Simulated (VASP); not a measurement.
Write the native input for VASP 6.6.1 that does the following.

* Task: single point
* Functional: PBE
* Potentials or basis: VASP PAW PBE potentials, release 64 (Sn_d, O)
* Cutoff: 520 eV
* k mesh: 8 × 8 × 6
* Occupations: fermi-dirac, width 0.01 eV
* Spin: no spin polarisation
* Dipole correction: no
* Further INCAR settings: ALGO = Normal; EDIFF = 1e-06; NBANDS = 28

The structure of SnO lies in POSCAR:

```
SnO
1.0
    3.8020000000      0.0000000000      0.0000000000
    0.0000000000      3.8020000000      0.0000000000
    0.0000000000      0.0000000000      4.7392800000
Sn O
2 2
Direct
    0.0000000000      0.5000000000      0.2385000000
    0.5000000000      0.0000000000      0.7615000000
    0.0000000000      0.0000000000      0.0000000000
    0.5000000000      0.5000000000      0.0000000000
```

This cell differs from its parent crystal: zz strain of -2 %.

One way to write it, as run:

INCAR

```
SYSTEM = SnO
PREC = Accurate ; ENCUT = 520
EDIFF = 1E-6 ; ISMEAR = -1
SIGMA = 0.01 ; LREAL = .FALSE.
LASPH = .TRUE. ; NELM = 60
ALGO = Normal ; ISIF = 2
LWAVE = .FALSE. ; LCHARG = .FALSE.
GGA = PE ; NBANDS = 28
```

KPOINTS

```
regular mesh
0
G
  8 8 6
  0 0 0
```

Potentials or basis: VASP PAW PBE potentials, release 64 (Sn_d, O).

Launch:

```console
$ cat potpaw_PBE.64/Sn_d/POTCAR potpaw_PBE.64/O/POTCAR > POTCAR
$ mpirun -np 1 vasp_std > vasp.out
```

It gave:

```json
{
 "Pressure": "6.3 GPa",
 "Largest force": "0.805 eV/Å",
 "Band gap on the k mesh": "0.05 eV (least direct gap 1.90 eV)"
}
```

Caveat: the cell differs from its parent crystal (zz strain of -2 %); the cell stands under pressure; spin-orbit coupling is left out, which moves the levels of the heavy elements.

Wall time 67 s on 1 thread of Intel(R) Xeon(R) Platinum 8375C CPU @ 2.90GHz (Ice Lake), on a shared host, peak memory 0.23 GiB.
